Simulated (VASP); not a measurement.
# SnSe (Fm-3m) in VASP: notebook

SnSe is run at these levels: BLYP+D3(BJ), PBEsol; tasks: relaxation of cell and atoms.

All numbers are computed with VASP 6.6.1; they aren't measurements. Logs are shortened: lines on timing, memory, paths and dates and some standing lists are left out, and cuts for length are marked.

## (1) The cell of the first run

The structure is cubic, space group Fm-3m (No. 225). The conventional cell has a = 6.020 Å, b = 6.020 Å, c = 6.020 Å, α = 90.00°, β = 90.00°, γ = 90.00°. Sn (site symmetry m-3m) has 6 Se at 3.01 Å within 4.0 Å. Se (site symmetry m-3m) has 6 Sn at 3.01 Å within 4.0 Å.

## (2) Relaxation of cell and atoms, BLYP+D3(BJ)

INCAR

```
  AGGAC = 1.0
  AGGAX = 1.0
  ALDAC = 0.0
  ALDAX = 1.0
  ALGO = Normal
  EDIFF = 1E-7
  EDIFFG = -0.05
  ENCUT = 500
  GGA = B5
  GGA_COMPAT = F
  IBRION = 2
  ISIF = 3
  ISMEAR = 0
  IVDW = 12
  LASPH = T
  LCHARG = F
  LREAL = F
  LWAVE = F
  NELM = 120
  NELMIN = 4
  NSW = 60
  PREC = Accurate
  SIGMA = 0.01
  VDW_A1 = 0.4298
  VDW_A2 = 4.2359
  VDW_S6 = 1.0
  VDW_S8 = 2.6996
```

KPOINTS

```
k-points
0
Gamma
  6 6 6
```

POSCAR

```
SnSe
1.0
    0.0000000000      3.0100000000      3.0100000000
    3.0100000000      0.0000000000      3.0100000000
    3.0100000000      3.0100000000      0.0000000000
Sn Se
1 1
Direct
    0.0000000000      0.0000000000      0.0000000000
    0.5000000000      0.5000000000      0.5000000000
```

Potentials or basis: VASP PAW PBE potentials, release 64 (Sn_d, Se).

Started as:

```console
$ cat potpaw_PBE.64/Sn_d/POTCAR potpaw_PBE.64/Se/POTCAR > POTCAR
$ mpirun -np 1 vasp_std > vasp.out
```

OUTCAR:

```text
EDIFF = 1E-7
   EDIFFG = -0.05
   ENCUT = 500
   GGA = B5
   IBRION = 2
   ISIF = 3
   ISMEAR = 0
   IVDW = 12
   LASPH = T
   LREAL = F
   NELM = 120
   NELMIN = 4
   NSW = 60
   PREC = Accurate
 IVDW          = 12

 ion  position               nearest neighbor table
   1  0.000  0.000  0.000-   2 3.01   2 3.01   2 3.01   2 3.01   2 3.01   2 3.01
   2  0.500  0.500  0.500-   1 3.01   1 3.01   1 3.01   1 3.01   1 3.01   1 3.01

  LATTYP: Found a face centered cubic cell.
 ALAT       =     6.0200000000

  Lattice vectors:

 A1 = (   0.0000000000,   3.0100000000,   3.0100000000)
 A2 = (   3.0100000000,   0.0000000000,   3.0100000000)
 A3 = (   3.0100000000,   3.0100000000,   0.0000000000)

Analysis of symmetry for initial positions (statically):
=====================================================================
 Subroutine PRICEL returns:
 Original cell was already a primitive cell.

 Routine SETGRP: Setting up the symmetry group for a
 face centered cubic supercell.

 Subroutine GETGRP returns: Found 48 space group operations
 (whereof 48 operations were pure point group operations)
 out of a pool of 48 trial point group operations.

The static configuration has the point symmetry O_h .

Analysis of symmetry for dynamics (positions and initial velocities):
=====================================================================
 Subroutine PRICEL returns:
 Original cell was already a primitive cell.

 Routine SETGRP: Setting up the symmetry group for a
 face centered cubic supercell.

 Subroutine GETGRP returns: Found 48 space group operations
 (whereof 48 operations were pure point group operations)
 out of a pool of 48 trial point group operations.

The dynamic configuration has the point symmetry O_h .

 Subroutine INISYM returns: Found 48 space group operations
 (whereof 48 operations are pure point group operations),
 and found     1 'primitive' translations

----------------------------------------------------------------------------------------

                                     Primitive cell

  volume of cell :      54.5418

  direct lattice vectors                    reciprocal lattice vectors
     0.000000000  3.010000000  3.010000000    -0.166112957  0.166112957  0.166112957
     3.010000000  0.000000000  3.010000000     0.166112957 -0.166112957  0.166112957
     3.010000000  3.010000000  0.000000000     0.166112957  0.166112957 -0.166112957

  length of vectors
     4.256782823  4.256782823  4.256782823     0.287716081  0.287716081  0.287716081

  position of ions in fractional coordinates (direct lattice)
     0.000000000  0.000000000  0.000000000
     0.500000000  0.500000000  0.500000000

  ion indices of the primitive-cell ions
   primitive index   ion index
                 1           1
                 2           2

----------------------------------------------------------------------------------------

 KPOINTS: k-points

Automatic generation of k-mesh.
 Grid dimensions read from file:
 generate k-points for:    6    6    6

 Generating k-lattice:

  Cartesian coordinates                     Fractional coordinates (reciprocal lattice)
    -0.027685493  0.027685493  0.027685493     0.166666667  0.000000000  0.000000000
     0.027685493 -0.027685493  0.027685493     0.000000000  0.166666667  0.000000000
     0.027685493  0.027685493 -0.027685493     0.000000000  0.000000000  0.166666667

  Length of vectors
     0.047952680  0.047952680  0.047952680

  Shift w.r.t. Gamma in fractional coordinates (k-lattice)
     0.000000000  0.000000000  0.000000000

 Subroutine IBZKPT returns following result:
 ===========================================

 Found     16 irreducible k-points:
[... 49 lines left out ...]
   NUPDOWN=      -1.0000    fix difference up-down
   EMIN   =  10.00;   EMAX   =-10.00  energy-range for DOS
   EFERMI =   0.00;   METHOD = LEGACY
   ISMEAR =     0;   SIGMA  =   0.01  broadening in eV -4-tet -1-fermi 0-gaus
   EFERMI_NEDOS =   21; number of points for ismear=-14 and -15
   IALGO  =     38    algorithm
   IMIX   =      4    mixing-type and parameters
     AMIX     =   0.40;   BMIX     =  1.00
     AMIX_MAG =   1.60;   BMIX_MAG =  1.00
  volume/ion in A,a.u.               =      27.27       184.03
  Fermi-wavevector in a.u.,A,eV,Ry     =   1.171768  2.214321 18.681350  1.373040
  Thomas-Fermi vector in A             =   2.308207
   LORBIT       =      0    0 simple, 1 ext, 2 COOP (PROOUT), +10 PAW based schemes
   GGA     = B5    functional components
   LHFCALC =     F    Hartree Fock is set to
   AEXX    =    0.0000 exact exchange contribution
   IVDW    =    12    specifies the selected vdW correction
   LEPSILON=     F    determine dielectric tensor
   LRPA    =     F    only Hartree local field effects (RPA)
 conjugate gradient relaxation of ions
 non-spin polarized calculation
 Gauss-broadening in eV      SIGMA  =   0.01
  energy-cutoff  :      500.00
  volume of cell :       54.54
 maximum number of plane-waves:      1411
   NGX = 15   NGY = 15   NGZ = 15

--------------------------------------- Ionic step        1  -------------------------------------------

 number of electron      20.0000005 magnetization

 Free energy of the ion-electron system (eV)
  ---------------------------------------------------
  ext. energy  EPLUGINS =         0.00000000
  ---------------------------------------------------
  free energy    TOTEN  =        -7.00096365 eV

  energy without entropy =       -7.00096365  energy(sigma->0) =       -7.00096365

------------------------ aborting loop because EDIFF is reached ----------------------------------------

 Edisp (eV)   -1.63556

 E8    (eV) :    -1.2210

  FORCE on cell =-STRESS in cart. coord.  units (eV):
  Direction    XX          YY          ZZ          XY          YZ          ZX
  --------------------------------------------------------------------------------------
  -------------------------------------------------------------------------------------
  Total      -0.11081    -0.11081    -0.11081    -0.00000    -0.00000    -0.00000
  in kB      -3.25502    -3.25502    -3.25502    -0.00000    -0.00000    -0.00000
  external pressure =       -3.26 kB  Pullay stress =        0.00 kB

 VOLUME and BASIS-vectors are now :
 -----------------------------------------------------------------------------
  energy-cutoff  :      500.00
  volume of cell :       54.54
      direct lattice vectors                 reciprocal lattice vectors
     0.000000000  3.010000000  3.010000000    -0.166112957  0.166112957  0.166112957
     3.010000000  0.000000000  3.010000000     0.166112957 -0.166112957  0.166112957
     3.010000000  3.010000000  0.000000000     0.166112957  0.166112957 -0.166112957

 POSITION                                       TOTAL-FORCE (eV/Angst)
 -----------------------------------------------------------------------------------
      0.00000      0.00000      0.00000         0.000000      0.000000      0.000000
      3.01000      3.01000      3.01000        -0.000000     -0.000000     -0.000000
 -----------------------------------------------------------------------------------
    total drift:                                0.000000     -0.000000     -0.000000

  FREE ENERGIE OF THE ION-ELECTRON SYSTEM (eV)
  ---------------------------------------------------
  free  energy   TOTEN  =        -8.6365189697 eV

  energy  without entropy=       -8.6365189697  energy(sigma->0) =       -8.63651897

--------------------------------------- Ionic step        2  -------------------------------------------

 number of electron      20.0000007 magnetization

 Free energy of the ion-electron system (eV)
  ---------------------------------------------------
  ext. energy  EPLUGINS =         0.00000000
  ---------------------------------------------------
  free energy    TOTEN  =        -6.98762565 eV

  energy without entropy =       -6.98762565  energy(sigma->0) =       -6.98762565

 E-fermi :   6.2682     XC(G=0):  -9.0250

 val. band max:        6.2137679590   @ k =   0.5000   0.0000   0.0000
 cond. band min:       6.6372558118   @ k =   0.5000   0.0000   0.0000
 fundamental gap:      0.4234878527
 Fermi energy:         6.2681678013

 k-point     1 :       0.0000    0.0000    0.0000
  band No.  band energies     occupation
      1     -15.5115      2.00000
      2     -15.5115      2.00000
      3     -15.5087      2.00000
      4     -15.5087      2.00000
      5     -15.5087      2.00000
      6      -7.8191      2.00000
      7       0.9473      2.00000
      8       3.8844      2.00000
      9       3.8844      2.00000
     10       3.8844      2.00000
     11      10.3548      0.00000
     12      10.3548      0.00000
     13      10.3548      0.00000
     14      12.1979      0.00000
[... 241 lines left out ...]
      1     -15.5346      2.00000
      2     -15.5093      2.00000
      3     -15.5084      2.00000
      4     -15.4971      2.00000
      5     -15.4908      2.00000
      6      -6.5911      2.00000
      7      -0.7478      2.00000
      8       1.0350      2.00000
      9       1.8978      2.00000
     10       4.3183      2.00000
     11       8.7222      0.00000
     12      10.3254      0.00000
     13      11.5368      0.00000
     14      12.2427      0.00000

------------------------ aborting loop because EDIFF is reached ----------------------------------------

 Edisp (eV)   -1.64919

 E8    (eV) :    -1.2311

  FORCE on cell =-STRESS in cart. coord.  units (eV):
  Direction    XX          YY          ZZ          XY          YZ          ZX
  --------------------------------------------------------------------------------------
  -------------------------------------------------------------------------------------
  Total       0.03250     0.03250     0.03250     0.00000     0.00000    -0.00000
  in kB       0.96247     0.96247     0.96247     0.00000     0.00000    -0.00000
  external pressure =        0.96 kB  Pullay stress =        0.00 kB

 VOLUME and BASIS-vectors are now :
 -----------------------------------------------------------------------------
  energy-cutoff  :      500.00
  volume of cell :       54.11
      direct lattice vectors                 reciprocal lattice vectors
    -0.000000000  3.001954727  3.001954727    -0.166558141  0.166558141  0.166558141
     3.001954727  0.000000000  3.001954727     0.166558141 -0.166558141  0.166558141
     3.001954727  3.001954727 -0.000000000     0.166558141  0.166558141 -0.166558141

 POSITION                                       TOTAL-FORCE (eV/Angst)
 -----------------------------------------------------------------------------------
      0.00000      0.00000      0.00000        -0.000000     -0.000000     -0.000000
      3.00195      3.00195      3.00195         0.000000      0.000000      0.000000
 -----------------------------------------------------------------------------------
    total drift:                                0.000000     -0.000000     -0.000000

  FREE ENERGIE OF THE ION-ELECTRON SYSTEM (eV)
  ---------------------------------------------------
  free  energy   TOTEN  =        -8.6368127827 eV

  energy  without entropy=       -8.6368127827  energy(sigma->0) =       -8.63681278

 reached required accuracy - stopping structural energy minimisation
```

Wall time 66 s (1 thread of Intel Xeon 8259CL, shared host); peak memory 0.19 GiB.

Results:

| Item | Value |
| --- | --- |
| Free energy | -8.6368 eV |
| Relaxed volume | 27.05 Å³/atom |
| Relaxed cell | a = 4.245 Å, b = 4.245 Å, c = 4.245 Å, α = 60.00°, β = 60.00°, γ = 60.00° |
| Space group after relaxing (to 0.1 Å) | Fm-3m (No. 225) |
| Energy gained by relaxing | 0.1 meV/atom |
| Ionic steps | 2 |
| Pressure after relaxing | 0.1 GPa |
| Band gap on the k mesh | 0.42 eV |
| Dispersion energy per atom | -0.825 eV |

The path:
```tsv
step	energy change (eV)	largest force (eV/Å)	pressure (GPa)	volume (Å³)
1	0.0000	0.0000	-0.33	54.54
2	-0.0003	0.0000	0.10	54.11
```

Final structure:
```cif
data_structure
_symmetry_space_group_name_H-M 'P 1'
_symmetry_Int_Tables_number 1
_cell_length_a 4.2454
_cell_length_b 4.2454
_cell_length_c 4.2454
_cell_angle_alpha 60.000
_cell_angle_beta 60.000
_cell_angle_gamma 60.000
_cell_volume 54.11
loop_
_atom_site_label
_atom_site_type_symbol
_atom_site_fract_x
_atom_site_fract_y
_atom_site_fract_z
_atom_site_occupancy
Sn1 Sn 0.00000 0.00000 0.00000 1
Se1 Se 0.50000 0.50000 0.50000 1
```

Levels at points of the mesh, in eV from the valence-band top:
| k point | band 8 | band 9 | band 10 | band 11 | band 12 | band 13 |
| --- | --- | --- | --- | --- | --- | --- |
| (0.00, 0.00, 0.00) | -2.33 | -2.33 | -2.33 | 4.14 | 4.14 | 4.14 |
| (0.50, 0.00, 0.00) | -2.06 | -2.06 | 0.00 | 0.42 | 1.13 | 1.13 |
| (0.50, 0.50, 0.00) | -5.53 | -3.75 | -3.75 | 3.23 | 5.18 | 5.18 |

Caveat: the PAW data sets were made with another functional, which shifts forces and pressure a little; spin-orbit coupling is left out, which moves the levels of the heavy elements.

## (3) Relaxation of cell and atoms, PBEsol

INCAR

```
ALGO = Normal ; EDIFF = 1E-7
EDIFFG = -0.05 ; ENCUT = 500
GGA = PS ; GGA_COMPAT = F
IBRION = 2 ; ISIF = 3
ISMEAR = 0 ; LASPH = T
LCHARG = F ; LREAL = F
LWAVE = F ; NELM = 120
NELMIN = 4 ; NSW = 60
PREC = Accurate ; SIGMA = 0.01
```

KPOINTS is that of step 2.

POSCAR is that of step 2.

Potentials or basis: VASP PAW PBE potentials, release 64 (Sn_d, Se).

Started as:

```console
$ cat potpaw_PBE.64/Sn_d/POTCAR potpaw_PBE.64/Se/POTCAR > POTCAR
$ mpirun -np 1 vasp_std > vasp.out
```

OUTCAR:

```text
EDIFF = 1E-7
   EDIFFG = -0.05
   ENCUT = 500
   GGA = PS
   IBRION = 2
   ISIF = 3
   ISMEAR = 0
   LASPH = T
   LREAL = F
   NELM = 120
   NELMIN = 4
   NSW = 60
   PREC = Accurate

 ion  position               nearest neighbor table
   1  0.000  0.000  0.000-   2 3.01   2 3.01   2 3.01   2 3.01   2 3.01   2 3.01
   2  0.500  0.500  0.500-   1 3.01   1 3.01   1 3.01   1 3.01   1 3.01   1 3.01

  LATTYP: Found a face centered cubic cell.
 ALAT       =     6.0200000000

  Lattice vectors:

 A1 = (   0.0000000000,   3.0100000000,   3.0100000000)
 A2 = (   3.0100000000,   0.0000000000,   3.0100000000)
 A3 = (   3.0100000000,   3.0100000000,   0.0000000000)

Analysis of symmetry for initial positions (statically):
=====================================================================
 Subroutine PRICEL returns:
 Original cell was already a primitive cell.

 Routine SETGRP: Setting up the symmetry group for a
 face centered cubic supercell.
[... 216 lines left out ...]
     11      10.5696      0.00000
     12      10.5696      0.00000
     13      10.5696      0.00000
     14      11.8097      0.00000
[... 288 lines left out ...]
--------------------------------------- Ionic step        3  -------------------------------------------

 number of electron      20.0000005 magnetization

 Free energy of the ion-electron system (eV)
  ---------------------------------------------------
  ext. energy  EPLUGINS =         0.00000000
  ---------------------------------------------------
  free energy    TOTEN  =        -9.00938799 eV

  energy without entropy =       -9.00938799  energy(sigma->0) =       -9.00938799

 E-fermi :   5.8590     XC(G=0):  -9.9780

 val. band max:        5.8078568630   @ k =   0.5000   0.0000   0.0000
 cond. band min:       6.6498972022   @ k =   0.5000   0.0000   0.0000
 fundamental gap:      0.8420403391
 Fermi energy:         5.8589625200

 k-point     1 :       0.0000    0.0000    0.0000
  band No.  band energies     occupation
      1     -15.5596      2.00000
      2     -15.5596      2.00000
      3     -15.5578      2.00000
      4     -15.5578      2.00000
      5     -15.5578      2.00000
      6      -8.2650      2.00000
      7       0.9568      2.00000
      8       3.6091      2.00000
      9       3.6091      2.00000
     10       3.6091      2.00000
     11      10.3746      0.00000
     12      10.3746      0.00000
     13      10.3746      0.00000
     14      11.6784      0.00000
[... 282 lines left out ...]
  FREE ENERGIE OF THE ION-ELECTRON SYSTEM (eV)
  ---------------------------------------------------
  free  energy   TOTEN  =        -9.0093879863 eV

  energy  without entropy=       -9.0093879863  energy(sigma->0) =       -9.00938799

 reached required accuracy - stopping structural energy minimisation
```

CONTCAR:

```text
SnSe
   1.00000000000000
     0.0000000000000000    2.9669085156353381    2.9669085156353381
     2.9669085156353381    0.0000000000000000    2.9669085156353381
     2.9669085156353381    2.9669085156353381   -0.0000000000000000
  Sn              Se
     1     1
Direct
     0.0000000000000000    0.0000000000000000    0.0000000000000000
     0.5000000000000000    0.5000000000000000    0.5000000000000000

  0.00000000E+00  0.00000000E+00  0.00000000E+00
  0.00000000E+00  0.00000000E+00  0.00000000E+00
```

Run time: 50 s. Hardware: 1 thread of Intel Xeon 8259CL, shared host; peak memory 0.19 GiB.

What came out:

- Free energy: -9.0094 eV
- Relaxed volume: 26.12 Å³/atom
- Relaxed cell: a = 4.196 Å, b = 4.196 Å, c = 4.196 Å, α = 60.00°, β = 60.00°, γ = 60.00°
- Space group after relaxing (to 0.1 Å): Fm-3m (No. 225)
- Energy gained by relaxing: 8.4 meV/atom
- Ionic steps: 3
- Pressure after relaxing: 0.0 GPa
- Band gap on the k mesh: 0.84 eV

Step by step:
| step | energy change (eV) | largest force (eV/Å) | pressure (GPa) | volume (Å³) |
| --- | --- | --- | --- | --- |
| 1 | 0.0000 | 0.0000 | -2.25 | 54.54 |
| 2 | -0.0153 | 0.0000 | 0.74 | 51.58 |
| 3 | -0.0168 | 0.0000 | 0.00 | 52.23 |

Final structure:
```cif
data_structure
_symmetry_space_group_name_H-M 'P 1'
_symmetry_Int_Tables_number 1
_cell_length_a 4.1958
_cell_length_b 4.1958
_cell_length_c 4.1958
_cell_angle_alpha 60.000
_cell_angle_beta 60.000
_cell_angle_gamma 60.000
_cell_volume 52.23
loop_
_atom_site_label
_atom_site_type_symbol
_atom_site_fract_x
_atom_site_fract_y
_atom_site_fract_z
_atom_site_occupancy
Sn1 Sn 0.00000 0.00000 0.00000 1
Se1 Se 0.50000 0.50000 0.50000 1
```

Levels at points of the mesh, in eV from the valence-band top:
```
           k point  band 7  band 8  band 9  band 10  band 11  band 12  band 13  band 14
(0.00, 0.00, 0.00)   -4.85   -2.20   -2.20    -2.20     4.57     4.57     4.57     5.87
(0.50, 0.00, 0.00)   -8.19   -1.94   -1.94     0.00     0.84     1.30     1.30     8.36
(0.50, 0.50, 0.00)   -5.93   -5.69   -3.74    -3.74     2.89     5.68     5.68     6.32
```

Caveat: the PAW data sets were made with another functional, which shifts forces and pressure a little; spin-orbit coupling is left out, which moves the levels of the heavy elements.
